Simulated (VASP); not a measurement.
The system is AlSnH4.

```
CELL_PARAMETERS angstrom
3.40009 0.00000 0.00000
0.00000 3.40009 0.00000
0.00000 0.00000 5.96441
ATOMIC_POSITIONS crystal
Al 0.00000 0.00000 0.00000
Sn 0.50000 0.50000 0.50000
H 0.00000 0.00000 0.70627
H 0.50000 0.00000 0.00000
H 0.00000 0.50000 0.00000
H 0.00000 0.00000 0.29373
```

* Program: VASP 6.6.1
* Task: relaxation of cell and atoms
* Functional: PBE
* Potentials or basis: VASP PAW PBE potentials, release 64 (Al, Sn_d, H)
* Cutoff: 600 eV
* k mesh: 6 × 6 × 4
* Occupations: gaussian, width 0.1 eV
* Spin: no spin polarisation

At the start: pressure -0.4 GPa; volume 11.49 Å³/atom.

Task: How do energy, volume and symmetry change on relaxing?

Result: Over 6 steps the energy falls by 4.0 meV/atom and the volume is 11.15 Å³/atom (-3.0 %); space group P4/mmm (No. 123, to 0.1 Å) before and after.

The path:
```
step  energy change (eV)  largest force (eV/Å)  pressure (GPa)  volume (Å³)
   1              0.0000                0.2234           -0.37        68.95
   2             -0.0054                0.1767           -0.34        68.69
   3             -0.0160                0.0371           -0.22        67.89
   4             -0.0117                0.2379            0.16        66.31
   5             -0.0185                0.0603           -0.09        67.31
   6             -0.0239                0.0231            0.04        66.87
```

Final structure:
```
CELL_PARAMETERS angstrom
3.39861 0.00000 0.00000
0.00000 3.39861 0.00000
0.00000 0.00000 5.78969
ATOMIC_POSITIONS crystal
Al 0.00000 0.00000 0.00000
Sn 0.50000 0.50000 0.50000
H 0.00000 0.00000 0.69386
H 0.50000 0.00000 0.00000
H 0.00000 0.50000 0.00000
H 0.00000 0.00000 0.30614
```
